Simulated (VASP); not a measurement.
# BeS (Pm-3m) in VASP: a series of runs

The runs below take BeS through single point, with HSE06, PBE, PBEsol.

Program: VASP 6.6.1. These are calculated values, not measurements. Logs are shortened: lines on timing, memory, paths and dates and some standing lists are left out, and cuts for length are marked.

## (1) The cell of the first run

It takes space group Pm-3m (No. 221, cubic). The conventional cell has a = 2.941 Å, b = 2.941 Å, c = 2.941 Å, α = 90.00°, β = 90.00°, γ = 90.00°. Within 3.4 Å of Be (site symmetry m-3m) lie 8 S at 2.55 Å and 6 Be at 2.94 Å. S (site symmetry m-3m) has 8 Be at 2.55 Å and 6 S at 2.94 Å within 3.4 Å.

## (2) Single point, HSE06

Contents of POSCAR:

```
BeS
1.0
    2.9413850451      0.0000000000      0.0000000000
    0.0000000000      2.9413850451      0.0000000000
    0.0000000000      0.0000000000      2.9413850451
Be S
1 1
Direct
    0.0000000000      0.0000000000      0.0000000000
    0.5000000000      0.5000000000      0.5000000000
```

Contents of INCAR.step1:

```
ALGO = Normal
EDIFF = 1E-5
ENCUT = 520
GGA = PE
GGA_COMPAT = False
ISIF = 2
ISMEAR = 1
LASPH = True
LCHARG = False
LREAL = False
LWAVE = True
NBANDS = 11
NELM = 120
PREC = Accurate
SIGMA = 0.001
```

Contents of INCAR.step2:

```
ALGO = Normal
EDIFF = 1E-6
ENCUT = 520
GGA = PE
GGA_COMPAT = False
HFSCREEN = 0.2079
ISIF = 2
ISMEAR = 1
ISTART = 1
LASPH = True
LCHARG = False
LHFCALC = True
LREAL = False
LWAVE = False
NBANDS = 11
NELM = 120
PREC = Accurate
PRECFOCK = Normal
SIGMA = 0.001
```

Contents of KPOINTS:

```
k-points
0
Gamma
  4 4 4
```

Potentials or basis: VASP PAW PBE potentials, release 64 (Be, S).

Command:

```console
> cat potpaw_PBE.64/Be/POTCAR potpaw_PBE.64/S/POTCAR > POTCAR
> cp INCAR.step1 INCAR
> mpirun -np 1 vasp_std > vasp.out
> cp INCAR.step2 INCAR
> mpirun -np 1 vasp_std > vasp.out
```

OUTCAR:

```text
EDIFF = 1E-6
   ENCUT = 520
   GGA = PE
   HFSCREEN = 0.2079
   ISIF = 2
   ISMEAR = 1
   ISTART = 1
   LASPH = True
   LHFCALC = True
   LREAL = False
   NELM = 120
   PREC = Accurate
   PRECFOCK = Normal

 ion  position               nearest neighbor table
   1  0.000  0.000  0.000-   2 2.55   2 2.55   2 2.55   2 2.55   2 2.55   2 2.55   2 2.55   2 2.55

   2  0.500  0.500  0.500-   1 2.55   1 2.55   1 2.55   1 2.55   1 2.55   1 2.55   1 2.55   1 2.55

  LATTYP: Found a simple cubic cell.
 ALAT       =     2.9413850451

  Lattice vectors:

 A1 = (   2.9413850451,   0.0000000000,   0.0000000000)
 A2 = (   0.0000000000,   2.9413850451,   0.0000000000)
 A3 = (   0.0000000000,   0.0000000000,   2.9413850451)

Analysis of symmetry for initial positions (statically):
=====================================================================
 Subroutine PRICEL returns:
 Original cell was already a primitive cell.

 Routine SETGRP: Setting up the symmetry group for a
 simple cubic supercell.

 Subroutine GETGRP returns: Found 48 space group operations
 (whereof 48 operations were pure point group operations)
 out of a pool of 48 trial point group operations.

The static configuration has the point symmetry O_h .

Analysis of symmetry for dynamics (positions and initial velocities):
=====================================================================
 Subroutine PRICEL returns:
 Original cell was already a primitive cell.

 Routine SETGRP: Setting up the symmetry group for a
 simple cubic supercell.

 Subroutine GETGRP returns: Found 48 space group operations
 (whereof 48 operations were pure point group operations)
 out of a pool of 48 trial point group operations.

The dynamic configuration has the point symmetry O_h .

 Subroutine INISYM returns: Found 48 space group operations
 (whereof 48 operations are pure point group operations),
 and found     1 'primitive' translations

----------------------------------------------------------------------------------------

                                     Primitive cell

  volume of cell :      25.4481

  direct lattice vectors                    reciprocal lattice vectors
     2.941385045  0.000000000  0.000000000     0.339975890  0.000000000  0.000000000
     0.000000000  2.941385045  0.000000000     0.000000000  0.339975890  0.000000000
     0.000000000  0.000000000  2.941385045     0.000000000  0.000000000  0.339975890

  length of vectors
     2.941385045  2.941385045  2.941385045     0.339975890  0.339975890  0.339975890

  position of ions in fractional coordinates (direct lattice)
     0.000000000  0.000000000  0.000000000
     0.500000000  0.500000000  0.500000000

  ion indices of the primitive-cell ions
   primitive index   ion index
                 1           1
                 2           2

----------------------------------------------------------------------------------------

 KPOINTS: k-points

Automatic generation of k-mesh.
 Grid dimensions read from file:
 generate k-points for:    4    4    4

 Generating k-lattice:

  Cartesian coordinates                     Fractional coordinates (reciprocal lattice)
     0.084993973  0.000000000  0.000000000     0.250000000  0.000000000  0.000000000
     0.000000000  0.084993973  0.000000000     0.000000000  0.250000000  0.000000000
     0.000000000  0.000000000  0.084993973     0.000000000  0.000000000  0.250000000

  Length of vectors
     0.084993973  0.084993973  0.084993973

  Shift w.r.t. Gamma in fractional coordinates (k-lattice)
     0.000000000  0.000000000  0.000000000

 Subroutine IBZKPT returns following result:
 ===========================================

 Found     10 irreducible k-points:

 Following reciprocal coordinates:
            Coordinates               Weight
  0.000000  0.000000  0.000000      1.000000
  0.250000  0.000000  0.000000      6.000000
  0.500000  0.000000  0.000000      3.000000
  0.250000  0.250000  0.000000     12.000000
  0.500000  0.250000  0.000000     12.000000
  0.500000  0.500000  0.000000      3.000000
  0.250000  0.250000  0.250000      8.000000
  0.500000  0.250000  0.250000     12.000000
  0.500000  0.500000  0.250000      6.000000
  0.500000  0.500000  0.500000      1.000000
   k-points           NKPTS =     10   k-points in BZ     NKDIM =     64   number of bands    NBANDS=     11
   number of dos      NEDOS =    301   number of ions     NIONS =      2
   total plane-waves  NPLWV =  13824
   dimension x,y,z NGX =    24 NGY =   24 NGZ =   24
   dimension x,y,z NGXF=    48 NGYF=   48 NGZF=   48
   ions per type =               1   1
   NGX,Y,Z   is equivalent  to a cutoff of  13.56, 13.56, 13.56 a.u.
   NGXF,Y,Z  is equivalent  to a cutoff of  27.13, 27.13, 27.13 a.u.
 SYSTEM =  unknown system
   PREC   = accura    normal or accurate (medium, high low for compatibility)
   ISTART =      1    job   : 0-new  1-cont  2-samecut
   ICHARG =      0    charge: 1-file 2-atom 10-const
   ISPIN  =      1    spin polarized calculation?
   LNONCOLLINEAR =      F non collinear calculations
   LSORBIT =      F    spin-orbit coupling
   LASPH  =      T    aspherical Exc in radial PAW
   ENCUT  =  520.0 eV  38.22 Ry    6.18 a.u.   5.47  5.47  5.47*2*pi/ulx,y,z
   NELM   =    120;   NELMIN=  2; NELMDL=  0     # of ELM steps
   EDIFF  = 0.1E-05   stopping-criterion for ELM
   LREAL  =      F    real-space projection
   EDIFFG = 0.1E-04   stopping-criterion for IOM
   NSW    =      0    number of steps for IOM
   IBRION =     -1    ionic relax: 0-MD 1-quasi-New 2-CG
   NFREE  =      0    steps in history (QN), initial steepest desc. (CG)
   ISIF   =      2    stress and relaxation
   ISYM   =      3    0-nonsym 1-usesym 2-fastsym
   POTIM  = 0.5000    time-step for ionic-motion
   TEBEG  =    0.0;   TEEND  =   0.0 temperature during run
   PSTRESS=    0.0 pullay stress
   NELECT =       8.0000    total number of electrons
   NUPDOWN=      -1.0000    fix difference up-down
   EMIN   =  10.00;   EMAX   =-10.00  energy-range for DOS
   EFERMI =   0.00;   METHOD = LEGACY
   ISMEAR =     1;   SIGMA  =   0.00  broadening in eV -4-tet -1-fermi 0-gaus
   EFERMI_NEDOS =   21; number of points for ismear=-14 and -15
   IALGO  =     38    algorithm
   IMIX   =      1    mixing-type and parameters
     AMIX     =   0.40;   BMIX     =  1.00
     AMIX_MAG =   1.60;   BMIX_MAG =  1.00
  volume/ion in A,a.u.               =      12.72        85.87
  Fermi-wavevector in a.u.,A,eV,Ry     =   1.113148  2.103545 16.858961  1.239099
  Thomas-Fermi vector in A             =   2.249730
   LORBIT       =      0    0 simple, 1 ext, 2 COOP (PROOUT), +10 PAW based schemes
   GGA     = PE    functional components
   LHFCALC =     T    Hartree Fock is set to
   PRECFOCK=normal    Normal, Fast or Accurate (Low or Medium for compatibility)
   ENCUT4O =  -1.0   cutoff for four orbital integrals eV
   NKREDX  =     1    reduce k-point grid by
   NKREDY  =     1    reduce k-point grid by
   NKREDZ  =     1    reduce k-point grid by
   AEXX    =    0.2500 exact exchange contribution
   HFSCREEN=    0.2079 screening length (either q_TF or 0.3 A-1)
   HFSCREENC=   0.2079 screening length for correlation (either q_TF or 0.3 A-1)
   ENCUTFOCK=  -1.0 apply spherical cutoff to Coloumb kernel
   IVDW    =     0    specifies the selected vdW correction
   LEPSILON=     F    determine dielectric tensor
   LRPA    =     F    only Hartree local field effects (RPA)
 non-spin polarized calculation
 Methfessel and Paxton  Order N= 1 SIGMA  =   0.00
  energy-cutoff  :      520.00
  volume of cell :       25.45
 maximum number of plane-waves:       692
 NGX is ok and might be reduce to    24
  NGX = 18; NGY = 18; NGZ = 18

 number of electron       8.0000001 magnetization

 Free energy of the ion-electron system (eV)
  ---------------------------------------------------
  ext. energy  EPLUGINS =         0.00000000
  ---------------------------------------------------
  free energy    TOTEN  =        -8.04649951 eV

  energy without entropy =       -8.04646083  energy(sigma->0) =       -8.04648662

 E-fermi :   7.7905     XC(G=0):  -8.7887

 val. band max:        7.1993601848   @ k =   0.5000   0.0000   0.0000
 cond. band min:       7.7908555424   @ k =   0.5000   0.2500   0.0000
 fundamental gap:      0.5914953575
 Fermi energy:         7.7905439994

 k-point     1 :       0.0000    0.0000    0.0000
  band No.  band energies     occupation
      1     -10.5886      2.00000
      2       5.2057      2.00000
      3       5.2057      2.00000
      4       5.2057      2.00000
      5       9.5095      0.00000
      6      13.0239      0.00000
      7      13.0239      0.00000
      8      18.4885      0.00000
      9      18.4885      0.00000
     10      18.4885      0.00000
     11      24.5777      0.00000

 k-point     2 :       0.2500    0.0000    0.0000
  band No.  band energies     occupation
      1      -9.7916      2.00000
      2       0.7400      2.00000
      3       6.0093      2.00000
      4       6.0093      2.00000
      5      10.7413      0.00000
      6      14.0114      0.00000
      7      15.8416      0.00000
      8      15.8416      0.00000
      9      16.2842      0.00000
     10      19.2636      0.00000
     11      23.8087      0.00000

 k-point     3 :       0.5000    0.0000    0.0000
  band No.  band energies     occupation
      1      -8.5885      2.00000
      2      -2.3963      2.00000
      3       7.1994      2.00000
      4       7.1994      2.00000
      5      11.5208      0.00000
      6      13.3449      0.00000
      7      13.3449      0.00000
      8      15.1171      0.00000
      9      15.8058      0.00000
     10      19.8964      0.00000
     11      26.1673      0.00000
[... 71 lines left out ...]
 k-point     9 :       0.5000    0.5000    0.2500
  band No.  band energies     occupation
      1      -5.8380      2.00000
      2       0.6084      2.00000
      3       0.6084      2.00000
      4       4.9870      2.00000
      5       6.1341      2.00000
      6      10.7020      0.00000
      7      10.7020      0.00000
      8      13.8974      0.00000
      9      23.0623      0.00000
     10      25.0480      0.00000
     11      25.0480      0.00000

 k-point    10 :       0.5000    0.5000    0.5000
  band No.  band energies     occupation
      1      -4.8420      2.00000
      2       2.2985      2.00000
      3       2.2985      2.00000
      4       2.2985      2.00000
      5       6.9488      2.00000
      6       6.9488      2.00000
      7       6.9488      2.00000
      8      11.8444      0.00000
      9      29.5679      0.00000
     10      29.5680      0.00000
     11      29.5685      0.00000

------------------------ aborting loop because EDIFF is reached ----------------------------------------

  FORCE on cell =-STRESS in cart. coord.  units (eV):
  Direction    XX          YY          ZZ          XY          YZ          ZX
  --------------------------------------------------------------------------------------
  -------------------------------------------------------------------------------------
  Total       -0.5823197     -0.5823197     -0.5823197      0.0000000     -0.0000000      0.0000000
  in kB      -36.6620219    -36.6620219    -36.6620219      0.0000000     -0.0000000      0.0000000
  external PRESSURE =     -36.6620219 kB  Pullay stress =       0.0000000 kB

 VOLUME and BASIS-vectors are now :
 -----------------------------------------------------------------------------
  energy-cutoff  :      520.00
  volume of cell :       25.45
      direct lattice vectors                 reciprocal lattice vectors
     2.941385045  0.000000000  0.000000000     0.339975890  0.000000000  0.000000000
     0.000000000  2.941385045  0.000000000     0.000000000  0.339975890  0.000000000
     0.000000000  0.000000000  2.941385045     0.000000000  0.000000000  0.339975890

 POSITION                                       TOTAL-FORCE (eV/Angst)
 -----------------------------------------------------------------------------------
      0.00000      0.00000      0.00000         0.000000      0.000000      0.000000
      1.47069      1.47069      1.47069         0.000000      0.000000      0.000000
 -----------------------------------------------------------------------------------
    total drift:                                0.000000     -0.000000      0.000000

  FREE ENERGIE OF THE ION-ELECTRON SYSTEM (eV)
  ---------------------------------------------------
  free  energy   TOTEN  =        -8.0464995141 eV

  energy  without entropy=       -8.0464608315  energy(sigma->0) =       -8.04648662
```

Wall time 45 s (1 thread of Intel Xeon Platinum 8488C (Sapphire Rapids), shared host); peak memory 0.23 GiB.

Results:

```yaml
Free_energy: -8.0465 eV
Pressure: -3.7 GPa
Band_gap_on_the_k_mesh: zero (band 4 reaches 7.79 eV, above the bottom of band 5 at 6.13 eV)
```

Caveat: the k points lie up to 0.53 Å⁻¹ apart; the PAW data sets were made with another functional, which shifts forces and pressure a little.

## (3) Single point, PBE

Contents of INCAR:

```
SYSTEM = BeS
  ALGO = Normal
  EDIFF = 1E-6
  ENCUT = 600
  GGA = PE
  GGA_COMPAT = .FALSE.
  ISIF = 2
  ISMEAR = -1
  LASPH = .TRUE.
  LCHARG = .FALSE.
  LREAL = .FALSE.
  LWAVE = .FALSE.
  NBANDS = 11
  NELM = 120
  PREC = Accurate
  SIGMA = 0.02
```

Contents of KPOINTS:

```
k-points
0
G
  2 2 2
  0 0 0
```

POSCAR is that of step 2.

Potentials or basis: VASP PAW PBE potentials, release 64 (Be, S).

Command:

```console
> cat potpaw_PBE.64/Be/POTCAR potpaw_PBE.64/S/POTCAR > POTCAR
> mpirun -np 1 vasp_std > vasp.out
```

Run time: 9.5 s. Hardware: 1 thread of Intel Xeon 8259CL, shared host; peak memory 0.12 GiB.

The run converged. Its results:

```
Free energy : -5.2645 eV
Pressure    : -4.5 GPa
```

Levels at points of the mesh, in eV from the Fermi level:
```tsv
k point	band 2	band 3	band 4	band 5	band 6	band 7
(0.00, 0.00, 0.00)	-1.60	-1.60	-1.60	1.98	5.34	5.34
(0.50, 0.00, 0.00)	-8.31	-0.02	-0.02	3.89	5.77	5.77
(0.50, 0.50, 0.00)	-6.61	-6.61	-1.20	0.91	8.08	8.08
(0.50, 0.50, 0.50)	-4.37	-4.37	-4.37	-0.01	-0.01	-0.01
```

Caveat: the k points lie up to 1.07 Å⁻¹ apart.

## (4) Single point, PBE

Contents of INCAR:

```
SYSTEM = BeS
PREC = Accurate
ENCUT = 600
EDIFF = 1E-6
ISMEAR = -1
SIGMA = 0.02
LREAL = .FALSE.
LASPH = .TRUE.
NELM = 120
ALGO = Normal
ISIF = 2
LWAVE = .FALSE.
LCHARG = .FALSE.
GGA = PE
NBANDS = 11
GGA_COMPAT = .FALSE.
```

Contents of KPOINTS:

```
Automatic mesh
0
G
  6 6 6
  0 0 0
```

POSCAR is that of step 3.

Command:

```console
> cat potpaw_PBE.64/Be/POTCAR potpaw_PBE.64/S/POTCAR > POTCAR
> mpirun -np 1 vasp_std > vasp.out
```

Wall time 10 s (1 thread of Intel Xeon 8259CL, shared host); peak memory 0.13 GiB.

The run converged. Its results:

* Free energy: -6.9959 eV
* Pressure: -2.3 GPa
* Band gap on the k mesh: zero (band 4 reaches 7.76 eV, above the bottom of band 5 at 6.57 eV)

Levels at points of the mesh, in eV from the Fermi level:
```tsv
k point	band 1	band 2	band 3	band 4	band 5	band 6	band 7	band 8	band 9
(0.00, 0.00, 0.00)	-15.99	-1.65	-1.65	-1.65	1.66	5.14	5.14	10.02	10.02
(0.50, 0.00, 0.00)	-14.19	-8.52	0.05	0.05	3.55	5.32	5.32	6.84	7.72
(0.50, 0.50, 0.00)	-12.35	-6.75	-6.75	-1.64	1.03	7.73	7.73	8.04	9.73
(0.50, 0.50, 0.50)	-10.81	-4.39	-4.39	-4.39	-0.43	-0.43	-0.43	3.96	20.72
```

[end of part 1 of 2]
